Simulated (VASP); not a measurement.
# K2S (Fm-3m) in VASP: notebook

K2S is run at these levels: PBEsol; tasks: vibrations by perturbation theory.

All numbers are computed with VASP 6.6.1; they aren't measurements. Logs are shortened: lines on timing, memory, paths and dates and some standing lists are left out, and cuts for length are marked.

**1. The cell of the first run**

It takes space group Fm-3m (No. 225, cubic). Conventional cell: a = 7.137 Å, b = 7.137 Å, c = 7.137 Å, α = 90.00°, β = 90.00°, γ = 90.00°. Within 4.1 Å of K (site symmetry -43m) lie 4 S at 3.09 Å and 6 K at 3.57 Å. Within 4.1 Å of S (site symmetry m-3m) lie 8 K at 3.09 Å.

**2. Vibrations by perturbation theory, PBEsol**

INCAR

```
ALGO = Normal
EDIFF = 1E-8
ENCUT = 500
GGA = PS
GGA_COMPAT = F
IBRION = 8
ISIF = 2
ISMEAR = 0
LASPH = T
LCHARG = F
LREAL = F
LWAVE = F
NBANDS = 19
NELM = 120
NSW = 1
PREC = Accurate
SIGMA = 0.01
```

KPOINTS

```
k-points
0
Gamma
  6 6 6
```

POSCAR

```
K2S
1.0
    3.5682885463      3.5682885463      0.0000000000
   -3.5682885463      3.5682885463      0.0000000000
    0.0000000000      3.5682885463      3.5682885463
K S
2 1
Direct
    0.2500000000      0.7500000000      0.5000000000
    0.7500000000      0.2500000000      0.5000000000
    0.0000000000      0.0000000000      0.0000000000
```

Potentials or basis: VASP PAW PBE potentials, release 64 (K_sv, S).

The run is started by

```bash
$ cat potpaw_PBE.64/K_sv/POTCAR potpaw_PBE.64/S/POTCAR > POTCAR
$ mpirun -np 1 vasp_std > vasp.out
```

OUTCAR:

```text
EDIFF = 1E-8
   ENCUT = 500
   GGA = PS
   IBRION = 8
   ISIF = 2
   ISMEAR = 0
   LASPH = T
   LREAL = F
   NELM = 120
   NSW = 1
   PREC = Accurate

 ion  position               nearest neighbor table
   1  0.250  0.750  0.500-   3 3.09   3 3.09   3 3.09   3 3.09   2 3.57   2 3.57   2 3.57   2 3.57
                             2 3.57   2 3.57
   2  0.750  0.250  0.500-   3 3.09   3 3.09   3 3.09   3 3.09   1 3.57   1 3.57   1 3.57   1 3.57
                             1 3.57   1 3.57
   3  0.000  0.000  0.000-   2 3.09   1 3.09   1 3.09   2 3.09   1 3.09   2 3.09   2 3.09   1 3.09

  LATTYP: Found a face centered cubic cell.
 ALAT       =     7.1365770926

  Lattice vectors:

 A1 = (   0.0000000000,   3.5682885463,   3.5682885463)
 A2 = (   3.5682885463,   0.0000000000,   3.5682885463)
 A3 = (   3.5682885463,   3.5682885463,   0.0000000000)

Analysis of symmetry for initial positions (statically):
=====================================================================
 Subroutine PRICEL returns:
 Original cell was already a primitive cell.

 Routine SETGRP: Setting up the symmetry group for a
 face centered cubic supercell.

 Subroutine GETGRP returns: Found 48 space group operations
 (whereof 48 operations were pure point group operations)
 out of a pool of 48 trial point group operations.

The static configuration has the point symmetry O_h .

Analysis of symmetry for dynamics (positions and initial velocities):
=====================================================================
 Subroutine PRICEL returns:
 Original cell was already a primitive cell.

 Routine SETGRP: Setting up the symmetry group for a
 face centered cubic supercell.

 Subroutine GETGRP returns: Found 48 space group operations
 (whereof 48 operations were pure point group operations)
 out of a pool of 48 trial point group operations.

The dynamic configuration has the point symmetry O_h .

 Subroutine INISYM returns: Found 48 space group operations
 (whereof 48 operations are pure point group operations),
 and found     1 'primitive' translations

----------------------------------------------------------------------------------------

                                     Primitive cell

  volume of cell :      90.8678

  direct lattice vectors                    reciprocal lattice vectors
     3.568288546  3.568288546  0.000000000     0.140123197  0.140123197 -0.140123197
    -3.568288546  3.568288546  0.000000000    -0.140123197  0.140123197 -0.140123197
     0.000000000  3.568288546  3.568288546     0.000000000  0.000000000  0.280246395

  length of vectors
     5.046322057  5.046322057  5.046322057     0.242700497  0.242700497  0.280246395

  position of ions in fractional coordinates (direct lattice)
     0.250000000  0.750000000  0.500000000
     0.750000000  0.250000000  0.500000000
     0.000000000  0.000000000  0.000000000

  ion indices of the primitive-cell ions
   primitive index   ion index
                 1           1
                 2           2
                 3           3

----------------------------------------------------------------------------------------

 KPOINTS: k-points

Automatic generation of k-mesh.
 Grid dimensions read from file:
 generate k-points for:    6    6    6

 Generating k-lattice:

  Cartesian coordinates                     Fractional coordinates (reciprocal lattice)
     0.023353866  0.023353866 -0.023353866     0.166666667  0.000000000  0.000000000
    -0.023353866  0.023353866 -0.023353866     0.000000000  0.166666667  0.000000000
     0.000000000  0.000000000  0.046707732     0.000000000  0.000000000  0.166666667
[... 79 lines left out ...]
 non-spin polarized calculation
 Gauss-broadening in eV      SIGMA  =   0.01
  energy-cutoff  :      500.00
  volume of cell :       90.87
 maximum number of plane-waves:      2332
 NGX is ok and might be reduce to    40
   NGX = 19   NGY = 19   NGZ = 19

--------------------------------------- Ionic step        1  -------------------------------------------

 number of electron      24.0000002 magnetization

 Free energy of the ion-electron system (eV)
  ---------------------------------------------------
  ext. energy  EPLUGINS =         0.00000000
  ---------------------------------------------------
  free energy    TOTEN  =        -9.81330818 eV

  energy without entropy =       -9.81330818  energy(sigma->0) =       -9.81330818

 E-fermi :   0.0949     XC(G=0):  -7.9334

 val. band max:       -0.0425904211   @ k =   0.5000   0.5000   0.0000
 cond. band min:       2.5027150187   @ k =   0.0000   0.0000   0.0000
 fundamental gap:      2.5453054398
 Fermi energy:         0.0948987972

 k-point     1 :       0.0000    0.0000    0.0000
  band No.  band energies     occupation
      1     -28.8940      2.00000
      2     -28.7631      2.00000
      3     -12.5971      2.00000
      4     -12.5971      2.00000
      5     -12.5971      2.00000
      6     -12.2679      2.00000
[... 329 lines left out ...]
      6     -12.3381      2.00000
[... 11 lines left out ...]
     18       7.7868      0.00000
     19       8.4158      0.00000

------------------------ aborting loop because EDIFF is reached ----------------------------------------

  FORCE on cell =-STRESS in cart. coord.  units (eV):
  Direction    XX          YY          ZZ          XY          YZ          ZX
  --------------------------------------------------------------------------------------
  -------------------------------------------------------------------------------------
  Total        1.1790362      1.1790362      1.1790362      0.0000000      0.0000000      0.0000000
  in kB       20.7887242     20.7887242     20.7887242      0.0000000      0.0000000      0.0000000
  external PRESSURE =      20.7887242 kB  Pullay stress =       0.0000000 kB

 VOLUME and BASIS-vectors are now :
 -----------------------------------------------------------------------------
  energy-cutoff  :      500.00
  volume of cell :       90.87
      direct lattice vectors                 reciprocal lattice vectors
     3.568288546  3.568288546  0.000000000     0.140123197  0.140123197 -0.140123197
    -3.568288546  3.568288546  0.000000000    -0.140123197  0.140123197 -0.140123197
     0.000000000  3.568288546  3.568288546     0.000000000  0.000000000  0.280246395

 POSITION                                       TOTAL-FORCE (eV/Angst)
 -----------------------------------------------------------------------------------
     -1.78414      5.35243      1.78414         0.000000     -0.000000      0.000000
      1.78414      5.35243      1.78414        -0.000000     -0.000000      0.000000
      0.00000      0.00000      0.00000        -0.000000      0.000000      0.000000
 -----------------------------------------------------------------------------------
    total drift:                                0.000000      0.000000      0.000000

  FREE ENERGIE OF THE ION-ELECTRON SYSTEM (eV)
  ---------------------------------------------------
  free  energy   TOTEN  =        -9.8133081764 eV

  energy  without entropy=       -9.8133081764  energy(sigma->0) =       -9.81330818

[... ionic steps 2 to 9 ...]

--------------------------------------- Ionic step       10  -------------------------------------------

 Free energy of the ion-electron system (eV)
  ---------------------------------------------------
  ---------------------------------------------------
  free energy    TOTEN  =        -0.11351180 eV

  energy without entropy =       -0.11351180

------------------------ aborting loop because EDIFF is reached ----------------------------------------

 INTERNAL STRAIN TENSOR  FOR ION    3  DIRECTION 1   (eV/Angst):
 -----------------------------------------------------------------------------
     0.00870  0.00000 -0.00000
     0.00000 -0.00062 -0.00000
    -0.00000 -0.00000 -0.00062

 INTERNAL STRAIN TENSOR FOR ION    3 for displacements in x,y,z  (eV/Angst):
          X           Y           Z          XY          YZ          ZX
  --------------------------------------------------------------------------------
  x     0.00000     0.00000     0.00000     0.00000     0.00000     0.00000
  y     0.00000     0.00000     0.00000     0.00000     0.00000     0.00000
  z     0.00000     0.00000     0.00000     0.00000     0.00000     0.00000

 SECOND DERIVATIVES (NOT SYMMETRIZED)
 ------------------------------------
               1X          1Y          1Z          2X          2Y          2Z          3X          3Y          3Z
  1X    -2.259453    0.000000    0.000000    0.657822   -0.000000    0.000000    1.601631    0.000000   -0.000000
  1Y     0.000000   -2.259453    0.000000    0.000000    0.657822   -0.000000   -0.000000    1.601631    0.000000
  1Z     0.000000    0.000000   -2.259453   -0.000000   -0.000000    0.657822    0.000000    0.000000    1.601631
  2X     0.657822   -0.000000    0.000000   -2.259453    0.000000    0.000000    1.601631    0.000000   -0.000000
  2Y     0.000000    0.657822   -0.000000    0.000000   -2.259453    0.000000   -0.000000    1.601631    0.000000
  2Z    -0.000000   -0.000000    0.657822    0.000000    0.000000   -2.259453    0.000000    0.000000    1.601631
  3X     1.605102    0.000000   -0.000000    1.605102    0.000000   -0.000000   -3.210204   -0.000000    0.000000
  3Y    -0.000000    1.605102    0.000000   -0.000000    1.605102    0.000000    0.000000   -3.210204   -0.000000
  3Z    -0.000000    0.000000    1.605102   -0.000000    0.000000    1.605102   -0.000000   -0.000000   -3.210204

 Eigenvectors and eigenvalues of the dynamical matrix
 ----------------------------------------------------

   1 f  =    5.871901 THz    36.894245 2PiTHz  195.865549 cm-1    24.284222 meV
             X         Y         Z           dx          dy          dz
     -1.784144  5.352433  1.784144     0.000000    0.381032    0.000000
      1.784144  5.352433  1.784144     0.000000    0.381032    0.000000
      0.000000  0.000000  0.000000    -0.000000   -0.842395   -0.000000
[... 43 lines left out ...]
   9 f/i=    0.002885 THz     0.018125 2PiTHz    0.096224 cm-1     0.011930 meV
             X         Y         Z           dx          dy          dz
     -1.784144  5.352433  1.784144     0.079743   -0.573394    0.140267
      1.784144  5.352433  1.784144     0.079743   -0.573394    0.140267
      0.000000  0.000000  0.000000     0.072139   -0.518715    0.126891

--------------------------------------------------------------------------------------------------------

 ELASTIC MODULI CONTR FROM IONIC RELAXATION (kBar)
 Direction    XX          YY          ZZ          XY          YZ          ZX
 --------------------------------------------------------------------------------
 XX          -0.0000     -0.0000     -0.0000     -0.0000     -0.0000     -0.0000
 YY          -0.0000     -0.0000     -0.0000     -0.0000     -0.0000      0.0000
 ZZ          -0.0000     -0.0000     -0.0000      0.0000     -0.0000     -0.0000
 XY          -0.0000     -0.0000      0.0000    -75.2813      0.0000      0.0000
 YZ          -0.0000     -0.0000     -0.0000      0.0000    -75.2813     -0.0000
 ZX          -0.0000      0.0000     -0.0000      0.0000     -0.0000    -75.2813
 --------------------------------------------------------------------------------
```

Wall time 2.2 min (1 thread of Intel Xeon 6975P-C (Granite Rapids), shared host); peak memory 0.39 GiB.

What came out:

| Quantity | Value |
| --- | --- |
| Highest phonon frequency at Γ, LO-TO splitting left out | 196 cm⁻¹ |

Phonon frequencies in cm⁻¹ (negative: imaginary):
```
              q point                    frequencies
(0.000, 0.000, 0.000)  0 0 0 142 142 142 196 196 196
```

Caveat: the cell stands under pressure or tension, which shifts response properties; the PAW data sets were made with another functional, which shifts forces and pressure a little.

(Continued in part 2 of 2.)
